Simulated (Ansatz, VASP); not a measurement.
**Ta in VASP and in Ansatz**

```
Ta
1.0
    -1.64509    1.64509    1.64509
     1.64509   -1.64509    1.64509
     1.64509    1.64509   -1.64509
Ta
1
Direct
  0.00000 0.00000 0.00000
```

Alike in both runs: functional PBE; dispersion D3(BJ); k mesh 7 × 7 × 7; no spin polarisation.

Ansatz relaxed the structure, and its values are those at the end. VASP's run is a single point on that final structure, the one shown.

|  | VASP | Ansatz |
| --- | --- | --- |
| version | VASP 6.6.1 | Ansatz 0.2.0 |
| potentials or method | VASP PAW PBE potentials, release 64 (Ta_pv), cutoff 500 eV | PAW plane waves |
| occupations | methfessel-paxton of order 1, width 0.2128 eV | cold, width 0.2128 eV |
| valence electrons in the cell | 11 | 13 |

VASP gave:

* gap on the k mesh at the Fermi level (eV): none
* pressure (GPa): 0.2

Q: Which values does Ansatz return?

A: gap on the k mesh at the Fermi level (eV): none; pressure (GPa): 0.0.

A gap of «none» marks a metal or a gap that the smearing closes. VASP's potentials hold 11 valence electrons a cell and Ansatz's 13, so a difference there can come from the potentials and not from the codes.

The k mesh is coarse, so the values compare programs but aren't converged. Neither program's run includes spin-orbit coupling.
